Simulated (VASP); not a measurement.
The system is TiN (Osbornite).

```
Ti N
1.0
     0.00000    2.11900    2.11900
     2.11900    0.00000    2.11900
     2.11900    2.11900    0.00000
Ti N
1 1
Direct
  0.00000 0.00000 0.00000
  0.50000 0.50000 0.50000
```

Base run:

```yaml
Program: VASP 6.6.1
Functional: PBE
Potentials_or_basis: VASP PAW PBE potentials, release 64 (Ti_sv, N)
Cutoff: 520 eV
k_mesh: 8 × 8 × 8
Occupations: methfessel-paxton, width 0.1 eV
Spin: no spin polarisation
```

Its results: pressure 2.4 GPa.

Question: The run is repeated on the same cell with these changes: k mesh from 8 × 8 × 8 to 4 × 4 × 4. What comes out?

Answer: Pressure 2.9 GPa.

Caveats: some runs use coarse meshes.
